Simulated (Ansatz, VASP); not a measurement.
**Te in VASP and in Ansatz**

```xyz
4
Lattice="4.2383 0.0000 0.0000 -2.1192 3.6705 0.0000 0.0000 0.0000 8.3318" Properties=species:S:1:pos:R:3 pbc="T T T"
Te   -2.1192    3.6705    0.0000
Te   -2.1192    3.6705    4.1659
Te    0.0000    2.4470    2.0829
Te    2.1192    1.2235    6.2488
```

Alike in both runs: functional PBE; k mesh 11 × 11 × 3; occupations fermi-dirac, width 0.1 eV; no spin polarisation.

Ansatz relaxed the structure, and its values are those at the end. VASP's run is a single point on that final structure, the one shown.

```csv
,VASP,Ansatz
version,VASP 6.6.1,Ansatz 0.2.0
potentials or method,"VASP PAW PBE potentials, release 64 (Te), cutoff 520 eV","plane waves (420 eV) with PAW, scalar-relativistic"
valence electrons in the cell,24,64
```

VASP gave:

```
pressure (GPa) : -0.1
```

**Question.** Estimate Ansatz's values.

**Answer.** Pressure (GPa): 0.0.

VASP's potentials hold 24 valence electrons a cell and Ansatz's 64, so a difference there can come from the potentials and not from the codes.

Neither program's run includes spin-orbit coupling.
